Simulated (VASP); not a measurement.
P, 1 atom in the cell. Symmetry: P4/mmm, No. 123, tetragonal system. The conventional cell has a = 4.215 Å, b = 4.215 Å, c = 4.319 Å, α = 90.00°, β = 90.00°, γ = 90.00°. Within 5.5 Å of P (site symmetry 4/mmm) lie 6 P at 4.22 to 4.32 Å. 

| Item | Value |
| --- | --- |
| Program | VASP 6.6.1 |
| Task | electric field gradients |
| Functional | PBEsol |
| Potentials or basis | VASP PAW PBE potentials, release 64 (P) |
| Cutoff | 400 eV |
| k mesh | 10 × 10 × 9 |
| Occupations | fermi-dirac, width 0.08 eV |
| Spin | no spin polarisation |
| Dipole correction | no |
| Further INCAR settings | ALGO = Normal; EDIFF = 1e-08; NBANDS = 8 |

Potentials or basis: VASP PAW PBE potentials, release 64 (P).

Run with:

```bash
$ cat potpaw_PBE.64/P/POTCAR > POTCAR
$ mpirun -np 1 vasp_std > vasp.out
```

Hardware: 1 thread of Intel(R) Xeon(R) 6975P-C (Granite Rapids) (shared host).

Question: How long does it take, and how much memory?

Answer: It took 15 s on 1 thread of Intel(R) Xeon(R) 6975P-C (Granite Rapids), on a shared host, peak memory 0.16 GiB. Counts: scf iterations 15, k points 105.
